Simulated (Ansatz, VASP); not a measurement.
**One calculation of C, two programs**

```xyz
54
Lattice="0.0000 5.3501 5.3501 5.3501 0.0000 5.3501 5.3501 5.3501 0.0000" Properties=species:S:1:pos:R:3 pbc="T T T"
C     0.0000    0.0000    0.0000
C     1.7834    1.7834    0.0000
C     3.5667    3.5667    0.0000
C     1.7834    0.0000    1.7834
C     3.5667    1.7834    1.7834
C     5.3501    3.5667    1.7834
C     3.5667    0.0000    3.5667
C     5.3501    1.7834    3.5667
C     7.1335    3.5667    3.5667
C     0.0000    1.7834    1.7834
C     1.7834    3.5667    1.7834
C     3.5667    5.3501    1.7834
C     1.7834    1.7834    3.5667
C     3.5667    3.5667    3.5667
C     5.3501    5.3501    3.5667
C     3.5667    1.7834    5.3501
C     5.3501    3.5667    5.3501
C     7.1335    5.3501    5.3501
C     0.0000    3.5667    3.5667
C     1.7834    5.3501    3.5667
C     3.5667    7.1335    3.5667
C     1.7834    3.5667    5.3501
C     3.5667    5.3501    5.3501
C     5.3501    7.1335    5.3501
C     3.5667    3.5667    7.1335
C     5.3501    5.3501    7.1335
C     7.1335    7.1335    7.1335
C     0.8917    0.8917    0.8917
C     2.6751    2.6751    0.8917
C     4.4584    4.4584    0.8917
C     2.6751    0.8917    2.6751
C     4.4584    2.6751    2.6751
C     6.2418    4.4584    2.6751
C     4.4584    0.8917    4.4584
C     6.2418    2.6751    4.4584
C     8.0252    4.4584    4.4584
C     0.8917    2.6751    2.6751
C     2.6751    4.4584    2.6751
C     4.4584    6.2418    2.6751
C     2.6751    2.6751    4.4584
C     4.4584    4.4584    4.4584
C     6.2418    6.2418    4.4584
C     4.4584    2.6751    6.2418
C     6.2418    4.4584    6.2418
C     8.0252    6.2418    6.2418
C     0.8917    4.4584    4.4584
C     2.6751    6.2418    4.4584
C     4.4584    8.0252    4.4584
C     2.6751    4.4584    6.2418
C     4.4584    6.2418    6.2418
C     6.2418    8.0252    6.2418
C     4.4584    4.4584    8.0252
C     6.2418    6.2418    8.0252
C     8.0252    8.0252    8.0252
```

Alike in both runs: task single point; functional PBE; k mesh 2 × 2 × 2; occupations gaussian, width 0.05 eV; no spin polarisation.

|  | VASP | Ansatz |
| --- | --- | --- |
| version | VASP 6.6.1 | Ansatz 0.2.0 |
| potentials or method | VASP PAW PBE potentials, release 64 (C), cutoff 520 eV | scalar-relativistic, plane waves, PAW |
| valence electrons in the cell | 216 | 216 |

```csv
,VASP,Ansatz,Ansatz less VASP
gap on the k mesh at the Fermi level (eV),4.15,4.16,+0.007
```

Ansatz's warnings: structure snapped to symmetry.

The k mesh is coarse, so the values compare programs but aren't converged.
